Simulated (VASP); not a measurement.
Crystal: Be3Se2S.

```
Be Se S
1.0
     3.56465    0.05018   -5.12758
    -3.49742   -0.01468   -5.07999
     1.83096    5.49004   -2.58263
Be Se S
6 4 2
Direct
  0.74185 0.93070 0.32051
  0.21289 0.39416 0.32564
  0.05127 0.85245 0.64986
  0.49214 0.39741 0.66043
  0.39267 0.83308 0.99681
  0.83525 0.37083 0.02232
  0.67513 0.02145 0.64328
  0.20853 0.46128 0.68828
  0.37498 0.98093 0.35518
  0.82000 0.49453 0.27977
  0.45003 0.49966 0.04039
  0.99526 0.01353 0.01753
```

```yaml
Program: VASP 6.6.1
Task: relaxation of cell and atoms
Functional: PBE
Potentials_or_basis: VASP PAW PBE potentials, release 64 (Be, Se, S)
Cutoff: 600 eV
k_mesh: 4 × 2 × 4
Occupations: gaussian, width 0.1 eV
Spin: no spin polarisation
```

At the start: pressure 10.7 GPa; volume 16.41 Å³/atom.

Question: Where does the relaxation end?

Answer: Over 20 steps the energy falls by 579.9 meV/atom and the volume is 16.37 Å³/atom (-0.2 %); space group Imm2 (No. 44, to 0.05 Å).

The path:
```csv
step,energy change (eV),largest force (eV/Å),pressure (GPa),volume (Å³)
1,0.0000,17.1676,10.73,196.95
2,-4.2733,2.3728,-5.74,229.57
3,-5.1242,2.1666,-3.10,211.78
4,-6.1487,1.2790,-1.84,203.53
5,-6.4709,1.1600,0.85,195.77
6,-6.7311,0.6226,0.33,195.99
7,-6.7653,0.6742,0.28,196.10
8,-6.8729,0.3688,-0.24,197.12
9,-6.8912,0.3672,-0.48,197.75
10,-6.9288,0.1863,0.12,196.23
11,-6.9342,0.2092,0.48,195.38
12,-6.9462,0.1516,-0.13,196.87
13,-6.9470,0.1736,-0.33,197.38
14,-6.9538,0.0980,-0.03,196.67
15,-6.9545,0.1202,0.09,196.38
16,-6.9573,0.0650,0.02,196.52
17,-6.9576,0.0665,0.00,196.58
18,-6.9587,0.0295,-0.03,196.64
19,-6.9587,0.0353,-0.03,196.66
20,-6.9591,0.0204,0.03,196.50
```

Final structure:
```cif
data_structure
_symmetry_space_group_name_H-M 'P 1'
_symmetry_Int_Tables_number 1
_cell_length_a 6.2191
_cell_length_b 6.2157
_cell_length_c 6.2230
_cell_angle_alpha 80.430
_cell_angle_beta 60.016
_cell_angle_gamma 70.572
_cell_volume 196.50
loop_
_atom_site_label
_atom_site_type_symbol
_atom_site_fract_x
_atom_site_fract_y
_atom_site_fract_z
_atom_site_occupancy
Be1 Be 0.72020 0.87893 0.31945 1
Be2 Be 0.21925 0.37984 0.31993 1
Be3 Be 0.03975 0.87992 0.68012 1
Be4 Be 0.53871 0.37919 0.68031 1
Be5 Be 0.36657 0.86601 0.00011 1
Be6 Be 0.86584 0.36616 0.00006 1
Se1 Se 0.66563 0.99960 0.66905 1
Se2 Se 0.16459 0.50035 0.66943 1
Se3 Se 0.33510 0.00018 0.33075 1
Se4 Se 0.83431 0.49961 0.33093 1
S1 S 0.49975 0.50004 0.99987 1
S2 S 0.00031 0.00018 0.99999 1
```

Caveat: the k points lie up to 0.54 Å⁻¹ apart in the final cell.
